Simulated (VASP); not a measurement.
BP:

```
B P
1.0
     3.20394    0.00000    0.00000
    -1.60197    2.77469    0.00000
     0.00000    0.00000    8.46663
B P
2 2
Cartesian
  0.0000 1.8498 2.1167
  1.6020 0.9249 6.3500
  1.6020 0.9249 2.1167
  0.0000 1.8498 6.3500
```

Base run:

* Program: VASP 6.6.1
* Functional: r2SCAN
* Potentials or basis: VASP PAW PBE potentials, release 64 (B, P)
* Cutoff: 520 eV
* k mesh: 9 × 9 × 4
* Occupations: gaussian, width 0.01 eV
* Spin: no spin polarisation

Its results: band gap on the k mesh 1.07 eV; pressure -0.4 GPa.

Q: The run is repeated on the same cell with these changes: functional from r2SCAN to PBE; k mesh from 9 × 9 × 4 to 12 × 12 × 4. What comes out?

A: Band gap on the k mesh 0.88 eV; pressure 1.0 GPa.

Several settings changed at once.

Caveats: the PAW data sets were made with another functional, which shifts forces and pressure a little (at least some runs); this functional lacks dispersion, which binds layers or chains, so the pressure and a relaxed spacing across them are unreliable (at least some runs).

A k mesh can miss the band edges.
